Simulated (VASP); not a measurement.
# Al2BN3 (P3m1) in VASP: notebook, part 2 of 2

VASP 6.6.1. The steps go on from the part before.

### Step 5. Relaxation of cell and atoms, PBE

This run uses another cell than the first one, of 11.64 Å³/atom.

File INCAR:

```
SYSTEM = Al2BN3
PREC = Accurate ; ENCUT = 600
EDIFF = 1E-7 ; ISMEAR = 0
SIGMA = 0.1 ; LREAL = .False.
LASPH = .True. ; NELM = 80
ALGO = Normal ; ISIF = 3
LWAVE = .False. ; LCHARG = .False.
GGA = PE ; IBRION = 2
NSW = 90 ; EDIFFG = -0.04
```

File KPOINTS:

```
regular mesh
0
Gamma
  6 6 2
  0 0 0
```

File POSCAR:

```
Al2BN3
1.0
    3.2046086500      0.0000000000      0.0000000000
   -1.6023043300      2.7752725000      0.0000000000
    0.0000000000      0.0000000000      7.8496560200
Al B N
2 1 3
Direct
    0.0000000000      0.0000000000      0.0000000000
    0.6666666700      0.3333333300      0.3333333300
    0.3333333300      0.6666666700      0.6666666700
    0.6666666700      0.3333333300      0.0833333300
    0.3333333300      0.6666666700      0.4166666700
    0.0000000000      0.0000000000      0.7500000000
```

Command:

```console
cat potpaw_PBE.64/Al/POTCAR potpaw_PBE.64/B/POTCAR potpaw_PBE.64/N/POTCAR > POTCAR
mpirun -np 1 vasp_std > vasp.out
```

It took 5.8 min on 1 thread of Intel Xeon 8259CL, shared host; peak memory 0.23 GiB.

It converged, with:

```yaml
Free_energy: -45.4085 eV
Relaxed_volume: 9.13 Å³/atom
Relaxed_cell: a = 2.958 Å, b = 2.958 Å, c = 7.230 Å, α = 90.00°, β = 90.00°, γ = 120.00°
Space_group_after_relaxing_to_0.1_Å: P3m1 (No. 156)
Energy_gained_by_relaxing: 427.4 meV/atom
Ionic_steps: 12
Pressure_after_relaxing: 0.0 GPa
Largest_force_after_relaxing: 0.006 eV/Å
Band_gap_on_the_k_mesh: 3.10 eV (least direct gap 4.07 eV)
```

Forces in eV/Å, atoms in the order of the input:
```
Al   0.000  0.000  0.001
Al   0.000  0.000  0.000
B    0.000  0.000 -0.001
N    0.000  0.000  0.001
N    0.000  0.000  0.004
N    0.000  0.000 -0.006
```

Step by step:
```csv
step,energy change (eV),largest force (eV/Å),pressure (GPa),volume (Å³)
1,0.0000,1.9403,-31.57,69.81
2,-1.6871,3.1755,32.30,49.11
3,-2.0829,3.0369,4.20,54.21
4,-2.4673,1.3067,7.36,53.24
5,-2.4875,1.2639,6.22,53.40
6,-2.5333,0.9073,-3.57,55.73
7,-2.5617,0.1290,-0.09,54.82
8,-2.5617,0.1352,0.02,54.79
9,-2.5641,0.0667,-0.21,54.83
10,-2.5641,0.0654,-0.22,54.83
11,-2.5642,0.0420,0.11,54.75
12,-2.5643,0.0055,-0.02,54.78
```

Final structure:
```xyz
6
Lattice="2.9579 0.0000 0.0000 -1.4789 2.5616 0.0000 0.0000 0.0000 7.2297" Properties=species:S:1:pos:R:3 pbc="T T T"
Al    2.9579    0.0000    7.1544
Al    1.4789    0.8539    2.5081
B     0.0000    1.7077    4.7305
N     1.4789    0.8539    0.6344
N     0.0000    1.7077    3.2066
N     0.0000    0.0000    5.2624
```

Levels at points of the mesh, in eV from the valence-band top:
```csv
k point,band 10,band 11,band 12,band 13,band 14,band 15
"(0.00, 0.00, 0.00)",-0.38,0.00,0.00,4.28,5.89,7.93
"(0.50, 0.00, 0.00)",-1.62,-1.46,-0.97,3.10,6.23,7.26
"(0.00, 0.00, 0.50)",-0.46,-0.04,-0.04,4.75,6.04,7.53
"(0.50, 0.00, 0.50)",-1.72,-0.98,-0.74,4.42,4.62,6.94
```

Caveat: the volume moved by over 15 % at a fixed basis, so the end points are rough.

### Step 6. Single point, PBE

File INCAR:

```
SYSTEM = Al2BN3
PREC     = Accurate       ! precision mode
ENCUT    = 520            ! plane-wave cutoff, eV
EDIFF    = 1E-6           ! SCF threshold, eV
ISMEAR   = 0              ! smearing method
SIGMA    = 0.02           ! smearing width, eV
LREAL    = .False.        ! projectors in reciprocal space
LASPH    = .True.         ! aspherical terms in the spheres
NELM     = 80             ! most SCF steps
ALGO     = Normal         ! electronic algorithm
ISIF     = 2              ! what is computed and relaxed
LWAVE    = .False.        ! write WAVECAR
LCHARG   = .True.         ! write CHGCAR
GGA      = PE             ! functional
LELF     = .True.         ! ELF
LVHAR    = .True.       
NBANDS   = 21             ! bands
```

File KPOINTS:

```
Automatic mesh
0
Gamma
  12 12 4
  0 0 0
```

File POSCAR:

```
Al2BN3
1.0
    2.9590948373      0.0000000000      0.0000000000
   -1.4795474186      2.5626513013      0.0000000000
    0.0000000000      0.0000000000      7.2336465064
Al B N
2 1 3
Direct
    0.0000000000      0.0000000000      0.9895732369
    0.6666666667      0.3333333333      0.3470330389
    0.3333333333      0.6666666667      0.6541564785
    0.6666666667      0.3333333333      0.0878787641
    0.3333333333      0.6666666667      0.4436040813
    0.0000000000      0.0000000000      0.7277544003
```

Potentials or basis: VASP PAW PBE potentials, release 64 (Al, B, N).

Command:

```console
cat potpaw_PBE.64/Al/POTCAR potpaw_PBE.64/B/POTCAR potpaw_PBE.64/N/POTCAR > POTCAR
mpirun -np 1 vasp_std > vasp.out
```

Wall time 1.8 min (1 thread of Intel Xeon 8259CL, shared host); peak memory 0.22 GiB.

Results (log left out):

```
Free energy            : -45.3827 eV
Pressure               : -0.2 GPa
Largest force          : 0.024 eV/Å
Band gap on the k mesh : 3.10 eV (least direct gap 4.07 eV)
```

Forces in eV/Å, atoms in the order of the input:
```
Al   0.000  0.000  0.003
Al   0.000  0.000 -0.013
B    0.000  0.000  0.024
N    0.000  0.000 -0.012
N    0.000  0.000 -0.018
N    0.000  0.000  0.016
```

Levels at points of the mesh, in eV from the valence-band top:
| k point | band 9 | band 10 | band 11 | band 12 | band 13 | band 14 | band 15 | band 16 |
| --- | --- | --- | --- | --- | --- | --- | --- | --- |
| (0.00, 0.00, 0.00) | -0.50 | -0.38 | 0.00 | 0.00 | 4.27 | 5.88 | 7.91 | 7.97 |
| (0.50, 0.00, 0.00) | -2.52 | -1.61 | -1.46 | -0.97 | 3.10 | 6.23 | 7.25 | 8.35 |
| (0.00, 0.00, 0.50) | -0.46 | -0.46 | -0.04 | -0.04 | 4.74 | 6.03 | 7.52 | 7.98 |
| (0.50, 0.00, 0.50) | -3.07 | -1.71 | -0.98 | -0.74 | 4.42 | 4.61 | 6.93 | 8.79 |

A k mesh can miss the band edges.

### Step 7. The runs side by side

| task | cell | k mesh | cutoff (eV) | smearing | gap on the mesh (eV) | pressure (GPa) | largest force (eV/Å) |
| --- | --- | --- | --- | --- | --- | --- | --- |
| single point | a = 2.959, b = 2.959, c = 7.234 Å, angles 90.0, 90.0, 120.0°, 6 atoms, atomic positions A | 6 × 6 × 2 | 520 | gaussian 0.1 eV | 3.10 | -0.2 | 0.03 |
| single point | a = 3.205, b = 3.205, c = 7.850 Å, angles 90.0, 90.0, 120.0°, 6 atoms, atomic positions B | 6 × 6 × 2 | 520 | gaussian 0.1 eV | 2.16 | -31.4 | 1.94 |
| single point | a = 2.959, b = 2.959, c = 7.234 Å, angles 90.0, 90.0, 120.0°, 6 atoms, atomic positions A | 6 × 6 × 4 | 520 | gaussian 0.1 eV | 3.10 | -0.2 | 0.03 |
| relaxation of cell and atoms | relaxed from a = 3.205, b = 3.205, c = 7.850 Å, angles 90.0, 90.0, 120.0°, 6 atoms, atomic positions B | 6 × 6 × 2 | 600 | gaussian 0.1 eV | 3.10 | 0.0 | 0.01 |
| single point | a = 2.959, b = 2.959, c = 7.234 Å, angles 90.0, 90.0, 120.0°, 6 atoms, atomic positions A | 12 × 12 × 4 | 520 | gaussian 0.02 eV | 3.10 | -0.2 | 0.02 |

Alike in all rows: level PBE; potentials or basis VASP PAW PBE potentials, release 64 (Al, B, N); no spin polarisation.

Caveats: some runs use coarse meshes; the cell stands under tension (at least some runs); forces of over 1 eV/Å act on the atoms, so gaps and moduli don't describe the material at rest (at least some runs); the volume moved by over 15 % at a fixed basis, so the end points are rough (at least some runs).

Absolute energies hang on the potentials; compare differences alone.
